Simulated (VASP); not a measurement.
Write the native input for VASP 6.6.1 that does the following.

| Property | Result |
| --- | --- |
| Task | single point |
| Functional | PBE |
| Potentials or basis | VASP PAW PBE potentials, release 64 (Ti_sv) |
| Cutoff | 520 eV |
| k mesh | 18 × 18 × 10 |
| Occupations | gaussian, width 0.15 eV |
| Spin | no spin polarisation |
| Dipole correction | no |
| Further INCAR settings | ALGO = Fast; EDIFF = 1e-06; NBANDS = 19 |

The structure of Ti lies in POSCAR:

```
Ti
1.0
    2.8172479567      0.0000000000      0.0000000000
   -1.4086239783      2.4398082992      0.0000000000
    0.0000000000      0.0000000000      4.6860000000
Ti
2
Direct
    0.3333333333      0.6666666667      0.2500000000
    0.6666666667      0.3333333333      0.7500000000
```

This cell differs from its parent crystal: strain -0.0450 x Voigt [1, 1, 0, 0, 0, 0].

One way to write it, as run:

INCAR

```
PREC = Accurate ; ENCUT = 520
EDIFF = 1E-6 ; ISMEAR = 0
SIGMA = 0.15 ; LREAL = F
LASPH = T ; NELM = 100
ALGO = Fast ; ISIF = 2
LWAVE = F ; LCHARG = F
GGA = PE ; NBANDS = 19
```

KPOINTS

```
regular mesh
0
Gamma
  18 18 10
```

Potentials or basis: VASP PAW PBE potentials, release 64 (Ti_sv).

Command:

```sh
$ cat potpaw_PBE.64/Ti_sv/POTCAR > POTCAR
$ mpirun -np 1 vasp_std > vasp.out
```

Results of the run:

```json
{
  "Pressure": "9.3 GPa",
  "Band gap on the k mesh": "zero (band 12 reaches 9.77 eV, above the bottom of band 13 at 8.81 eV)"
}
```

Caveat: the cell differs from its parent crystal (strain -0.0450 x Voigt [1, 1, 0, 0, 0, 0]).

Run time: 4.2 min on 1 thread of AMD EPYC 9R45 96-Core Processor (Zen 5) (shared host), peak memory 0.2 GiB.
